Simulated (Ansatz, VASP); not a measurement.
Two plane-wave programs on BaTiO3

```
Ba Ti O
1.0
     3.99410    0.00000    0.00000
     0.00000    3.99410    0.00000
     0.00000    0.00000    3.99410
Ba Ti O
1 1 3
Direct
  0.50000 0.50000 0.50000
  0.00000 0.00000 0.00000
  0.50000 0.00000 0.00000
  0.00000 0.50000 0.00000
  0.00000 0.00000 0.50000
```

Alike in both runs: task single point; functional PBE; k mesh 6 × 6 × 6; occupations fermi-dirac, width 0.02 eV; no spin polarisation.

```csv
,VASP,Ansatz
version,VASP 6.6.1,Ansatz 0.2.0
potentials or method,"VASP PAW PBE potentials, release 64 (Ba_sv, Ti_sv, O)","plane waves, PAW"
plane-wave cutoff (eV),520,420
valence electrons in the cell,40,40
```

Ansatz gave:

- gap on the k mesh at the Fermi level (eV): 1.82
- pressure (GPa): 3.2

**Question.** What did VASP give for the same quantities?

**Answer.** gap on the k mesh at the Fermi level (eV): 1.76; pressure (GPa): 5.0.

Neither program's run includes spin-orbit coupling.
